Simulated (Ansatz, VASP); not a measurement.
One calculation of GaN, two programs

The input POSCAR:

```
GaN
1.0
    3.1830984299      0.0000000000      0.0000000000
   -1.5915492150      2.7566441030      0.0000000000
    0.0000000000      0.0000000000      5.1835962425
Ga N
2 2
Direct
    0.3333333333      0.6666666667      0.9991101046
    0.6666666667      0.3333333333      0.4991101046
    0.3514713294      0.7029426589      0.3951815214
    0.6666666667      0.3333333333      0.8758898954
```

File INCAR.step1:

```
PREC = Accurate
ENCUT = 520
ISMEAR = 0
SIGMA = 0.05
LREAL = F
LASPH = T
NELM = 60
NBANDS = 26
GGA = PE
ALGO = Normal
EDIFF = 1E-4
LWAVE = T
LCHARG = F
```

File INCAR.step2:

```
PREC = Accurate
ENCUT = 520
EDIFF = 1E-6
ISMEAR = 0
SIGMA = 0.05
LREAL = F
LASPH = T
NELM = 60
ALGO = Normal
ISIF = 2
LWAVE = F
LCHARG = F
METAGGA = R2SCAN
LMIXTAU = T
NBANDS = 26
ISTART = 1
```

File KPOINTS:

```
Automatic mesh
0
Gamma
  12 12 6
```

Input for Ansatz:

```yaml
crystal:
  lattice:
    - [3.1830984299, 0.0, 0.0]
    - [-1.591549215, 2.756644103, 0.0]
    - [0.0, 0.0, 5.1835962425]
  atoms:
    - { symbol: Ga, position: [0.3333333333, 0.6666666667, 0.9991101046] }
    - { symbol: Ga, position: [0.6666666667, 0.3333333333, 0.4991101046] }
    - { symbol: "N", position: [0.3514713294, 0.7029426589, 0.3951815214] }
    - { symbol: "N", position: [0.6666666667, 0.3333333333, 0.8758898954] }
basis:
  ecutwfc: 500
kpoints:
  mp_grid: { grid: [12, 12, 6] }
hamiltonian:
  xc: r2scan
scf:
  occupations: { method: gaussian, width: 0.05 }
output:
  forces: true
  stress: true
  eigenvalues: true
```

Alike in both runs: task single point; functional r2SCAN; k mesh 12 × 12 × 6; occupations gaussian, width 0.05 eV; no spin polarisation.

```csv
,VASP,Ansatz
version,VASP 6.6.1,Ansatz 0.2.0
potentials or method,"VASP PAW PBE potentials, release 64 (Ga_d, N), cutoff 520 eV","scalar-relativistic, plane waves, PAW"
valence electrons in the cell,36,36
```

Ansatz gave:

```
gap on the k mesh at the Fermi level (eV)                     : 2.27
least direct gap on the mesh (eV)                             : 2.27
pressure (GPa)                                                : 1.4
traceless stress, the component that is largest in VASP (GPa) : 6.51
rms of the force components (eV/Å)                            : 0.972
```

Task: Estimate VASP's values.

Result: gap on the k mesh at the Fermi level (eV): 2.27; least direct gap on the mesh (eV): 2.27; pressure (GPa): 2.5; traceless stress, the component that is largest in VASP (GPa): 6.74; rms of the force components (eV/Å): 0.987.

VASP's potentials were made for PBE, not for r2SCAN. Atom by atom the forces differ by 0.015 eV/Å (rms over components). With one functional, cell and mesh, what is left measures potentials, basis and numerics.
